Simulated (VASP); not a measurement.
# WC (zincblende type) (F-43m) in VASP: relaxation of cell and atoms with PBE

Aim: the relaxation of cell and atoms of WC (zincblende type) with PBE.

All numbers are computed with VASP 6.6.1; they aren't measurements. Logs are shortened: lines on timing, memory, paths and dates and some standing lists are left out, and cuts for length are marked.

### Step 1. The cell of the first run

Symmetry: F-43m, No. 216, cubic system. The conventional cell has a = 3.874 Å, b = 3.874 Å, c = 3.874 Å, α = 90.00°, β = 90.00°, γ = 90.00°. W (site symmetry -43m) has 4 C at 1.68 Å within 2.2 Å. C (site symmetry -43m) has 4 W at 1.68 Å within 2.2 Å.

### Step 2. Relaxation of cell and atoms, PBE, target pressure 480 GPa, at which the enthalpy is minimised

INCAR

```
SYSTEM = WC
ALGO = Normal
EDIFF = 1E-6
EDIFFG = -0.005
ENCUT = 600
GGA = PE
IBRION = 2
ISIF = 3
ISMEAR = -1
LASPH = .True.
LCHARG = .False.
LREAL = .False.
LWAVE = .False.
NELM = 100
NSW = 32
PREC = Accurate
PSTRESS = 4800.0
SIGMA = 0.1
```

KPOINTS

```
k-points
0
Gamma
  16 16 16
  0 0 0
```

POSCAR

```
WC
1.0
    0.0000000000      1.9371833437      1.9371833437
    1.9371833437      0.0000000000      1.9371833437
    1.9371833437      1.9371833437      0.0000000000
W C
1 1
Direct
    0.0000000000      0.0000000000      0.0000000000
    0.2500000000      0.2500000000      0.2500000000
```

Potentials or basis: VASP PAW PBE potentials, release 64 (W_sv, C).

Started as:

```sh
$ cat potpaw_PBE.64/W_sv/POTCAR potpaw_PBE.64/C/POTCAR > POTCAR
$ mpirun -np 1 vasp_std > vasp.out
```

OUTCAR:

```text
SYSTEM = WC
   EDIFF = 1E-6
   EDIFFG = -0.005
   ENCUT = 600
   GGA = PE
   IBRION = 2
   ISIF = 3
   ISMEAR = -1
   LASPH = .True.
   LREAL = .False.
   NELM = 100
   NSW = 32
   PREC = Accurate
   PSTRESS = 4800.0

 ion  position               nearest neighbor table
   1  0.000  0.000  0.000-   2 1.68   2 1.68   2 1.68   2 1.68
   2  0.250  0.250  0.250-   1 1.68   1 1.68   1 1.68   1 1.68

  LATTYP: Found a face centered cubic cell.
 ALAT       =     3.8743666874

  Lattice vectors:

 A1 = (   0.0000000000,   1.9371833437,   1.9371833437)
 A2 = (   1.9371833437,   0.0000000000,   1.9371833437)
 A3 = (   1.9371833437,   1.9371833437,   0.0000000000)

Analysis of symmetry for initial positions (statically):
=====================================================================
 Subroutine PRICEL returns:
 Original cell was already a primitive cell.

 Routine SETGRP: Setting up the symmetry group for a
 face centered cubic supercell.

 Subroutine GETGRP returns: Found 24 space group operations
 (whereof 24 operations were pure point group operations)
 out of a pool of 48 trial point group operations.

The static configuration has the point symmetry T_d .

Analysis of symmetry for dynamics (positions and initial velocities):
=====================================================================
 Subroutine PRICEL returns:
 Original cell was already a primitive cell.

 Routine SETGRP: Setting up the symmetry group for a
 face centered cubic supercell.

 Subroutine GETGRP returns: Found 24 space group operations
 (whereof 24 operations were pure point group operations)
 out of a pool of 48 trial point group operations.

The dynamic configuration has the point symmetry T_d .

 Subroutine INISYM returns: Found 24 space group operations
 (whereof 24 operations are pure point group operations),
 and found     1 'primitive' translations

----------------------------------------------------------------------------------------

                                     Primitive cell

  volume of cell :      14.5393

  direct lattice vectors                    reciprocal lattice vectors
     0.000000000  1.937183344  1.937183344    -0.258106700  0.258106700  0.258106700
     1.937183344  0.000000000  1.937183344     0.258106700 -0.258106700  0.258106700
     1.937183344  1.937183344  0.000000000     0.258106700  0.258106700 -0.258106700

[... 94 lines left out ...]
   NELECT =      18.0000    total number of electrons
   NUPDOWN=      -1.0000    fix difference up-down
   EMIN   =  10.00;   EMAX   =-10.00  energy-range for DOS
   EFERMI =   0.00;   METHOD = LEGACY
   ISMEAR =    -1;   SIGMA  =   0.10  broadening in eV -4-tet -1-fermi 0-gaus
   EFERMI_NEDOS =   21; number of points for ismear=-14 and -15
   IALGO  =     38    algorithm
   IMIX   =      4    mixing-type and parameters
     AMIX     =   0.40;   BMIX     =  1.00
     AMIX_MAG =   1.60;   BMIX_MAG =  1.00
  volume/ion in A,a.u.               =       7.27        49.06
  Fermi-wavevector in a.u.,A,eV,Ry     =   1.757863  3.321879 42.043106  3.090081
  Thomas-Fermi vector in A             =   2.827134
   LORBIT       =      0    0 simple, 1 ext, 2 COOP (PROOUT), +10 PAW based schemes
   GGA     = PE    functional components
   LHFCALC =     F    Hartree Fock is set to
   AEXX    =    0.0000 exact exchange contribution
   IVDW    =     0    specifies the selected vdW correction
   LEPSILON=     F    determine dielectric tensor
   LRPA    =     F    only Hartree local field effects (RPA)
 conjugate gradient relaxation of ions
 non-spin polarized calculation
  energy-cutoff  :      600.00
  volume of cell :       14.54
 maximum number of plane-waves:       531
 NGX is ok and might be reduce to    24
   NGX = 11   NGY = 11   NGZ = 11

--------------------------------------- Ionic step        1  -------------------------------------------

 number of electron      18.0000002 magnetization

 Free energy of the ion-electron system (eV)
  ---------------------------------------------------
  ext. energy  EPLUGINS =         0.00000000
  ---------------------------------------------------
  free energy    TOTEN  =       -10.33851847 eV

  energy without entropy =      -10.32319639  energy(sigma->0) =      -10.33085743

------------------------ aborting loop because EDIFF is reached ----------------------------------------

  FORCE on cell =-STRESS in cart. coord.  units (eV):
  Direction    XX          YY          ZZ          XY          YZ          ZX
  --------------------------------------------------------------------------------------
  -------------------------------------------------------------------------------------
  Total       44.2148904     44.2148904     44.2148904      0.0000000      0.0000000      0.0000000
  in kB     4872.3329803   4872.3329803   4872.3329803      0.0000000      0.0000000      0.0000000
  external PRESSURE =      72.3329803 kB  Pullay stress =    4800.0000000 kB
[... 101 lines left out ...]
--------------------------------------- Ionic step        4  -------------------------------------------

 number of electron      18.0000002 magnetization

 Free energy of the ion-electron system (eV)
  ---------------------------------------------------
  ext. energy  EPLUGINS =         0.00000000
  ---------------------------------------------------
  free energy    TOTEN  =       -10.51819944 eV

  energy without entropy =      -10.50285734  energy(sigma->0) =      -10.51052839

 E-fermi :  17.6700     XC(G=0): -15.6020

 val. band max:       17.6660305207   @ k =  -0.1250   0.1250   0.0000
 cond. band min:      17.6741110767   @ k =   0.2500   0.0625   0.0000
 fundamental gap:      0.0080805560
 Fermi energy:        17.6700410408

 k-point     1 :       0.0000    0.0000    0.0000
  band No.  band energies     occupation
      1     -56.6400      2.00000
      2     -20.6960      2.00000
      3     -20.6960      2.00000
      4     -20.6960      2.00000
      5       0.2695      2.00000
      6       7.7557      2.00000
      7       7.7557      2.00000
      8       7.7557      2.00000
      9      17.6164      1.26174
     10      17.6164      1.26173
     11      21.9766      0.00000
     12      27.9343      0.00000
     13      27.9343      0.00000
[... 354 lines left out ...]
  band No.  band energies     occupation
      1     -56.6175      2.00000
      2     -20.9479      2.00000
      3     -20.7722      2.00000
      4     -20.7153      2.00000
      5       0.7573      2.00000
      6       7.6193      2.00000
      7       7.9334      2.00000
      8       8.0869      2.00000
      9      17.0132      1.99720
     10      17.5454      1.55326
     11      22.5121      0.00000
     12      27.7651      0.00000
     13      28.3356      0.00000

 [... further k-points ...]
[... 5 lines left out ...]
  --------------------------------------------------------------------------------------
  -------------------------------------------------------------------------------------
  Total       43.7287776     43.7287776     43.7287776      0.0000000      0.0000000      0.0000000
  in kB     4799.1151483   4799.1151483   4799.1151483      0.0000000      0.0000000      0.0000000
  external PRESSURE =      -0.8848517 kB  Pullay stress =    4800.0000000 kB
[... 21 lines left out ...]
  energy  without entropy=      -10.5028573387  energy(sigma->0) =      -10.51052839

  enthalpy is  TOTEN    =        33.2186407382 eV   P V=       43.7368401788

 reached required accuracy - stopping structural energy minimisation
```

OSZICAR:

```text
N       E                     dE             d eps       ncg     rms          rms(c)
DAV:   1     0.139450106613E+03    0.13945E+03   -0.10985E+04  3778   0.180E+03
DAV:   2    -0.107359546028E+02   -0.15019E+03   -0.14633E+03  4235   0.437E+02
DAV:   3    -0.148908784994E+02   -0.41549E+01   -0.41249E+01  4335   0.681E+01
[... 27 lines left out ...]
DAV:   7    -0.105222131361E+02    0.11156E-05   -0.30969E-06  4230   0.245E-02    0.552E-03
DAV:   8    -0.105222124532E+02    0.68290E-06   -0.13107E-07  1985   0.491E-03
   3 F= 0.33218642E+02 E0= 0.33226313E+02  d E =-.133123E-02
       N       E                     dE             d eps       ncg     rms          rms(c)
DAV:   1    -0.105182002201E+02    0.40129E-02   -0.24292E-05  4455   0.888E-02    0.265E-02
DAV:   2    -0.105181994406E+02    0.77951E-06   -0.13868E-06  2385   0.182E-02
   4 F= 0.33218641E+02 E0= 0.33226312E+02  d E =-.133213E-02
```

Wall time 31 s (1 thread of Intel Xeon 6975P-C (Granite Rapids), shared host); peak memory 0.18 GiB.

Results:

| Item | Value |
| --- | --- |
| Free energy | -10.5182 eV |
| Relaxed volume | 7.30 Å³/atom |
| Relaxed cell | a = 2.743 Å, b = 2.743 Å, c = 2.743 Å, α = 60.00°, β = 60.00°, γ = 60.00° |
| Space group after relaxing (to 0.1 Å) | F-43m (No. 216) |
| Energy change on relaxing (the run minimises the enthalpy) | -89.8 meV/atom |
| Ionic steps | 4 |
| Pressure after relaxing | 479.9 GPa |
| Band gap on the k mesh | zero (bands 9 and 10 overlap by 2.86 eV) |

The path:
| step | energy change (eV) | largest force (eV/Å) | pressure (GPa) | volume (Å³) |
| --- | --- | --- | --- | --- |
| 1 | 0.0000 | 0.0000 | 487.23 | 14.54 |
| 2 | -1.9562 | 0.0000 | 408.67 | 15.24 |
| 3 | -0.1837 | 0.0000 | 479.84 | 14.60 |
| 4 | -0.1797 | 0.0000 | 479.91 | 14.60 |

Final structure:
```xyz
2
Lattice="0.0000 1.9398 1.9398 1.9398 0.0000 1.9398 1.9398 1.9398 0.0000" Properties=species:S:1:pos:R:3 pbc="T T T"
W     0.0000    0.0000    0.0000
C     0.9699    0.9699    0.9699
```

Levels at points of the mesh, in eV from the Fermi level:
| k point | band 7 | band 8 | band 9 | band 10 | band 11 | band 12 |
| --- | --- | --- | --- | --- | --- | --- |
| (0.00, 0.00, 0.00) | -9.91 | -9.91 | -0.05 | -0.05 | 4.31 | 10.26 |
| (0.50, 0.00, 0.00) | -8.64 | -5.85 | 2.13 | 2.13 | 2.93 | 7.00 |
| (0.50, 0.50, 0.00) | -2.85 | -2.85 | -1.91 | 3.77 | 5.17 | 5.49 |

Caveat: the cell is relaxed towards a set pressure, so the run minimises the enthalpy, not the energy; spin-orbit coupling is left out, which moves the levels of the heavy elements.
